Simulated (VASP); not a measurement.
Set up this calculation in VASP 6.6.1, as the native input.

```yaml
Task: electric field gradients
Functional: PBE
Potentials_or_basis: VASP PAW PBE potentials, release 64 (Ga_d)
Cutoff: 520 eV
k_mesh: 12 × 12 × 10
Occupations: fermi-dirac, width 0.08 eV
Spin: no spin polarisation
Dipole_correction: no
Further_INCAR_settings: ALGO = Normal; EDIFF = 1e-08; NBANDS = 20
```

The structure of Ga lies in POSCAR:

```
Ga
1.0
    1.4703250000     -4.0722500000      0.0130750000
    1.4296750000      4.0577500000     -0.0275750000
   -0.0158500000     -0.0158500000      3.1700000000
Ga
2
Direct
    0.8670000000      0.1330000000      0.2500000000
    0.1330000000      0.8670000000      0.7500000000
```

This cell differs from its parent crystal: equal xy, yz and zx shear strains of -1 %.

The input as run:

INCAR

```
SYSTEM = Ga
PREC = Accurate ; ENCUT = 520
EDIFF = 1E-8 ; ISMEAR = -1
SIGMA = 0.08 ; LREAL = .False.
LASPH = .True. ; NELM = 100
ALGO = Normal ; ISIF = 2
LWAVE = .False. ; LCHARG = .False.
GGA = PE ; LEFG = .True.
NBANDS = 20
```

KPOINTS

```
Automatic mesh
0
Gamma
  12 12 10
  0 0 0
```

Potentials or basis: VASP PAW PBE potentials, release 64 (Ga_d).

The run is started by

```sh
$ cat potpaw_PBE.64/Ga_d/POTCAR > POTCAR
$ mpirun -np 1 vasp_std > vasp.out
```

It gave:

- Pressure: 1.8 GPa
- Largest force: 0.197 eV/Å
- Band gap on the k mesh: zero (bands 13 and 14 overlap by 9.35 eV)
- Largest electric field gradient by atom: Ga -26.8 V/Å²

Caveat: the cell differs from its parent crystal (equal xy, yz and zx shear strains of -1 %); without QUAD_EFG the Cq values of the log hold for a quadrupole moment of 1 mb, not for the nuclei.

Wall time 6.9 min on 1 thread of Intel(R) Xeon(R) Platinum 8375C CPU @ 2.90GHz (Ice Lake) (shared host), peak memory 0.51 GiB.
